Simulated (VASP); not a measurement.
# Hf (Im-3m) in VASP: notebook

Hf is run at these levels: PBE0; tasks: single point.

Program: VASP 6.6.1. These are calculated values, not measurements. Logs are shortened: lines on timing, memory, paths and dates and some standing lists are left out, and cuts for length are marked.

## 1. The cell of the first run

It takes space group Im-3m (No. 229, cubic). The conventional cell has a = 3.681 Å, b = 3.681 Å, c = 3.681 Å, α = 90.00°, β = 90.00°, γ = 90.00°. Within 4.2 Å of Hf (site symmetry m-3m) lie 14 Hf at 3.19 to 3.68 Å.

## 2. Single point, PBE0

Input file POSCAR:

```
Hf
1.0
   -1.8404011445      1.8404011445      1.8404011445
    1.8404011445     -1.8404011445      1.8404011445
    1.8404011445      1.8404011445     -1.8404011445
Hf
1
Direct
    0.0000000000      0.0000000000      0.0000000000
```

Input file INCAR.step1:

```
SYSTEM = Hf
PREC     = Accurate       ! precision mode
ENCUT    = 520            ! plane-wave cutoff, eV
EDIFF    = 1E-5           ! SCF threshold, eV
ISMEAR   = -1             ! smearing method
SIGMA    = 0.05           ! smearing width, eV
LREAL    = .FALSE.        ! projectors in reciprocal space
LASPH    = .TRUE.         ! aspherical terms in the spheres
NELM     = 100            ! most SCF steps
ALGO     = Normal         ! electronic algorithm
ISIF     = 2              ! what is computed and relaxed
LWAVE    = .TRUE.         ! write WAVECAR
LCHARG   = .FALSE.        ! write CHGCAR
GGA      = PE             ! functional
NBANDS   = 11             ! bands
```

Input file INCAR.step2:

```
SYSTEM = Hf
PREC     = Accurate       ! precision mode
ENCUT    = 520            ! plane-wave cutoff, eV
EDIFF    = 1E-7           ! SCF threshold, eV
ISMEAR   = -1             ! smearing method
SIGMA    = 0.05           ! smearing width, eV
LREAL    = .FALSE.        ! projectors in reciprocal space
LASPH    = .TRUE.         ! aspherical terms in the spheres
NELM     = 100            ! most SCF steps
ALGO     = Normal         ! electronic algorithm
ISIF     = 2              ! what is computed and relaxed
LWAVE    = .FALSE.        ! write WAVECAR
LCHARG   = .FALSE.        ! write CHGCAR
GGA      = PE             ! functional
LHFCALC  = .TRUE.         ! exact exchange
AEXX     = 0.25           ! exact-exchange fraction
PRECFOCK = Normal       
ISTART   = 1            
NBANDS   = 11             ! bands
```

Input file KPOINTS:

```
Automatic mesh
0
G
  6 6 6
  0 0 0
```

Potentials or basis: VASP PAW PBE potentials, release 64 (Hf_pv).

Started as:

```
$ cat potpaw_PBE.64/Hf_pv/POTCAR > POTCAR
$ cp INCAR.step1 INCAR
$ mpirun -np 1 vasp_std > vasp.out
$ cp INCAR.step2 INCAR
$ mpirun -np 1 vasp_std > vasp.out
```

OUTCAR:

```text
SYSTEM = Hf
   PREC = Accurate
   ENCUT = 520
   EDIFF = 1E-7
   ISMEAR = -1
   LREAL = .FALSE.
   LASPH = .TRUE.
   NELM = 100
   ISIF = 2
   GGA = PE
   LHFCALC = .TRUE.
   AEXX = 0.25
   PRECFOCK = Normal
   ISTART = 1

 ion  position               nearest neighbor table
   1  0.000  0.000  0.000-

  LATTYP: Found a body centered cubic cell.
 ALAT       =     3.6808022890

  Lattice vectors:

 A1 = (  -1.8404011445,   1.8404011445,   1.8404011445)
 A2 = (   1.8404011445,  -1.8404011445,   1.8404011445)
 A3 = (   1.8404011445,   1.8404011445,  -1.8404011445)

Analysis of symmetry for initial positions (statically):
=====================================================================
 Subroutine PRICEL returns:
 Original cell was already a primitive cell.

 Routine SETGRP: Setting up the symmetry group for a
 body centered cubic supercell.

 Subroutine GETGRP returns: Found 48 space group operations
[... 9 lines left out ...]

 Routine SETGRP: Setting up the symmetry group for a
 body centered cubic supercell.

 Subroutine GETGRP returns: Found 48 space group operations
[... 11 lines left out ...]
                                     Primitive cell

  volume of cell :      24.9343

  direct lattice vectors                    reciprocal lattice vectors
    -1.840401144  1.840401144  1.840401144     0.000000000  0.271679901  0.271679901
     1.840401144 -1.840401144  1.840401144     0.271679901  0.000000000  0.271679901
     1.840401144  1.840401144 -1.840401144     0.271679901  0.271679901  0.000000000

  length of vectors
     3.187668289  3.187668289  3.187668289     0.384213400  0.384213400  0.384213400

  position of ions in fractional coordinates (direct lattice)
     0.000000000  0.000000000  0.000000000

  ion indices of the primitive-cell ions
   primitive index   ion index
                 1           1

----------------------------------------------------------------------------------------

 KPOINTS: Automatic mesh

Automatic generation of k-mesh.
 Grid dimensions read from file:
 generate k-points for:    6    6    6

 Generating k-lattice:

  Cartesian coordinates                     Fractional coordinates (reciprocal lattice)
     0.000000000  0.045279983  0.045279983     0.166666667  0.000000000  0.000000000
     0.045279983  0.000000000  0.045279983     0.000000000  0.166666667  0.000000000
     0.045279983  0.045279983  0.000000000     0.000000000  0.000000000  0.166666667

  Length of vectors
     0.064035567  0.064035567  0.064035567

  Shift w.r.t. Gamma in fractional coordinates (k-lattice)
     0.000000000  0.000000000  0.000000000

 Subroutine IBZKPT returns following result:
 ===========================================

 Found     16 irreducible k-points:

 Following reciprocal coordinates:
            Coordinates               Weight
  0.000000  0.000000  0.000000      1.000000
  0.166667  0.000000  0.000000     12.000000
  0.333333  0.000000  0.000000     12.000000
  0.500000  0.000000  0.000000      6.000000
  0.166667  0.166667  0.000000     24.000000
  0.333333  0.166667  0.000000     48.000000
[... 8 lines left out ...]
  0.500000  0.500000  0.333333     12.000000
  0.500000  0.500000  0.500000      1.000000
   k-points           NKPTS =     16   k-points in BZ     NKDIM =    216   number of bands    NBANDS=     11
   number of dos      NEDOS =    301   number of ions     NIONS =      1
   total plane-waves  NPLWV =  13824
   dimension x,y,z NGX =    24 NGY =   24 NGZ =   24
   dimension x,y,z NGXF=    48 NGYF=   48 NGZF=   48
   ions per type =               1
   NGX,Y,Z   is equivalent  to a cutoff of  12.52, 12.52, 12.52 a.u.
   NGXF,Y,Z  is equivalent  to a cutoff of  25.03, 25.03, 25.03 a.u.
 SYSTEM =  Hf
   PREC   = accura    normal or accurate (medium, high low for compatibility)
   ISTART =      1    job   : 0-new  1-cont  2-samecut
   ICHARG =      0    charge: 1-file 2-atom 10-const
   ISPIN  =      1    spin polarized calculation?
   LNONCOLLINEAR =      F non collinear calculations
   LSORBIT =      F    spin-orbit coupling
   LASPH  =      T    aspherical Exc in radial PAW
   ENCUT  =  520.0 eV  38.22 Ry    6.18 a.u.   5.93  5.93  5.93*2*pi/ulx,y,z
   NELM   =    100;   NELMIN=  2; NELMDL=  0     # of ELM steps
   EDIFF  = 0.1E-06   stopping-criterion for ELM
   LREAL  =      F    real-space projection
   EDIFFG = 0.1E-05   stopping-criterion for IOM
   NSW    =      0    number of steps for IOM
   IBRION =     -1    ionic relax: 0-MD 1-quasi-New 2-CG
   NFREE  =      0    steps in history (QN), initial steepest desc. (CG)
   ISIF   =      2    stress and relaxation
   ISYM   =      3    0-nonsym 1-usesym 2-fastsym
   POTIM  = 0.5000    time-step for ionic-motion
   TEBEG  =    0.0;   TEEND  =   0.0 temperature during run
   PSTRESS=    0.0 pullay stress
   NELECT =      10.0000    total number of electrons
   NUPDOWN=      -1.0000    fix difference up-down
   EMIN   =  10.00;   EMAX   =-10.00  energy-range for DOS
   EFERMI =   0.00;   METHOD = LEGACY
   ISMEAR =    -1;   SIGMA  =   0.05  broadening in eV -4-tet -1-fermi 0-gaus
   EFERMI_NEDOS =   21; number of points for ismear=-14 and -15
   IALGO  =     38    algorithm
   IMIX   =      1    mixing-type and parameters
     AMIX     =   0.40;   BMIX     =  1.00
     AMIX_MAG =   1.60;   BMIX_MAG =  1.00
  volume/ion in A,a.u.               =      24.93       168.27
  Fermi-wavevector in a.u.,A,eV,Ry     =   1.207283  2.281434 19.830923  1.457532
  Thomas-Fermi vector in A             =   2.342925
   LORBIT       =      0    0 simple, 1 ext, 2 COOP (PROOUT), +10 PAW based schemes
   GGA     = PE    functional components
   LHFCALC =     T    Hartree Fock is set to
   PRECFOCK=normal    Normal, Fast or Accurate (Low or Medium for compatibility)
   ENCUT4O =  -1.0   cutoff for four orbital integrals eV
   NKREDX  =     1    reduce k-point grid by
   NKREDY  =     1    reduce k-point grid by
   NKREDZ  =     1    reduce k-point grid by
   AEXX    =    0.2500 exact exchange contribution
   HFSCREEN=    0.0000 screening length (either q_TF or 0.3 A-1)
   HFSCREENC=   0.0000 screening length for correlation (either q_TF or 0.3 A-1)
   ENCUTFOCK=  -1.0 apply spherical cutoff to Coloumb kernel
   IVDW    =     0    specifies the selected vdW correction
   LEPSILON=     F    determine dielectric tensor
   LRPA    =     F    only Hartree local field effects (RPA)
 non-spin polarized calculation
  energy-cutoff  :      520.00
  volume of cell :       24.93
 maximum number of plane-waves:       685
  NGX = 18; NGY = 18; NGZ = 18

 number of electron       9.9999999 magnetization

 Free energy of the ion-electron system (eV)
  ---------------------------------------------------
  ext. energy  EPLUGINS =         0.00000000
  ---------------------------------------------------
  free energy    TOTEN  =       -11.90697934 eV

  energy without entropy =      -11.89172258  energy(sigma->0) =      -11.89935096

 E-fermi :   3.7677     XC(G=0):  -8.5225

 val. band max:        3.7550835294   @ k =   0.3333   0.1667   0.0000
 cond. band min:       4.2955052757   @ k =   0.3333   0.0000   0.0000
 fundamental gap:      0.5404217463
 Fermi energy:         3.7676733891

 k-point     1 :       0.0000    0.0000    0.0000
  band No.  band energies     occupation
      1     -29.2877      2.00000
      2     -29.2877      2.00000
      3     -29.2877      2.00000
      4      -4.3939      2.00000
      5       6.2135      0.00000
      6       6.2135      0.00000
      7       6.2135      0.00000
      8       8.7627      0.00000
      9       8.7627      0.00000
     10      17.7995      0.00000
     11      17.7995      0.00000

 k-point     2 :       0.1667    0.0000    0.0000
  band No.  band energies     occupation
      1     -29.4546      2.00000
      2     -29.3378      2.00000
      3     -29.2888      2.00000
      4      -3.4128      2.00000
      5       5.5726      0.00000
      6       5.6857      0.00000
      7       7.1090      0.00000
      8       8.1917      0.00000
      9       8.7653      0.00000
     10      18.2757      0.00000
     11      18.2841      0.00000

 k-point     3 :       0.3333    0.0000    0.0000
  band No.  band energies     occupation
      1     -29.7731      2.00000
      2     -29.4365      2.00000
      3     -29.2912      2.00000
      4      -1.1854      2.00000
      5       4.2955      0.00005
      6       4.4371      0.00000
      7       8.5136      0.00000
      8       9.0517      0.00000
      9       9.5395      0.00000
     10      16.0838      0.00000
     11      16.3160      0.00000

 k-point     4 :       0.5000    0.0000    0.0000
  band No.  band energies     occupation
      1     -29.9267      2.00000
      2     -29.4848      2.00000
      3     -29.2920      2.00000
      4      -0.1402      2.00000
      5       3.3958      1.99882
      6       4.4077      0.00001
      7       8.5123      0.00000
      8       9.4270      0.00000
      9      11.6842      0.00000
     10      13.8392      0.00000
     11      14.8071      0.00000
[... 127 lines left out ...]
 k-point    14 :      -0.3333    0.3333    0.3333
  band No.  band energies     occupation
      1     -29.7070      2.00000
      2     -29.6059      2.00000
      3     -29.6059      2.00000
      4       0.8796      2.00000
      5       2.0539      2.00000
      6       7.1553      0.00000
      7       7.1553      0.00000
      8       8.5691      0.00000
      9       9.3871      0.00000
     10      17.0067      0.00000
     11      17.0067      0.00000

 k-point    15 :       0.5000    0.5000    0.3333
  band No.  band energies     occupation
      1     -29.7702      2.00000
      2     -29.6603      2.00000
      3     -29.6159      2.00000
      4       1.2552      2.00000
      5       1.3563      2.00000
      6       7.1874      0.00000
      7       7.5625      0.00000
      8      11.0713      0.00000
      9      11.1445      0.00000
     10      12.9243      0.00000
     11      14.4249      0.00000

 k-point    16 :       0.5000    0.5000    0.5000
  band No.  band energies     occupation
      1     -29.7162      2.00000
      2     -29.7162      2.00000
      3     -29.7162      2.00000
      4       0.7785      2.00000
      5       0.7785      2.00000
      6      10.9790      0.00000
      7      10.9790      0.00000
      8      10.9790      0.00000
      9      11.1214      0.00000
     10      11.1214      0.00000
     11      11.1214      0.00000

------------------------ aborting loop because EDIFF is reached ----------------------------------------

  FORCE on cell =-STRESS in cart. coord.  units (eV):
  Direction    XX          YY          ZZ          XY          YZ          ZX
  --------------------------------------------------------------------------------------
  -------------------------------------------------------------------------------------
  Total       -1.4716746     -1.4716746     -1.4716746      0.0000000     -0.0000000      0.0000000
  in kB      -94.5637937    -94.5637937    -94.5637937      0.0000000     -0.0000000      0.0000000
  external PRESSURE =     -94.5637937 kB  Pullay stress =       0.0000000 kB

 VOLUME and BASIS-vectors are now :
 -----------------------------------------------------------------------------
  energy-cutoff  :      520.00
  volume of cell :       24.93
      direct lattice vectors                 reciprocal lattice vectors
    -1.840401144  1.840401144  1.840401144     0.000000000  0.271679901  0.271679901
     1.840401144 -1.840401144  1.840401144     0.271679901  0.000000000  0.271679901
     1.840401144  1.840401144 -1.840401144     0.271679901  0.271679901  0.000000000

 POSITION                                       TOTAL-FORCE (eV/Angst)
 -----------------------------------------------------------------------------------
      0.00000      0.00000      0.00000         0.000000      0.000000      0.000000
 -----------------------------------------------------------------------------------
    total drift:                               -0.000000      0.000000     -0.000000

  FREE ENERGIE OF THE ION-ELECTRON SYSTEM (eV)
  ---------------------------------------------------
  free  energy   TOTEN  =       -11.9069793372 eV

  energy  without entropy=      -11.8917225847  energy(sigma->0) =      -11.89935096
```

It took 4.7 min on 1 thread of Intel Xeon 6975P-C (Granite Rapids), shared host; peak memory 0.15 GiB.

What came out:

```
Free energy            : -11.9070 eV
Pressure               : -9.5 GPa
Band gap on the k mesh : zero (band 5 reaches 6.21 eV, above the bottom of band 6 at 2.59 eV)
```

Caveat: the k points lie up to 0.40 Å⁻¹ apart; the PAW data sets were made with another functional, which shifts forces and pressure a little; spin-orbit coupling is left out, which moves the levels of the heavy elements.

[end of part 1 of 2]
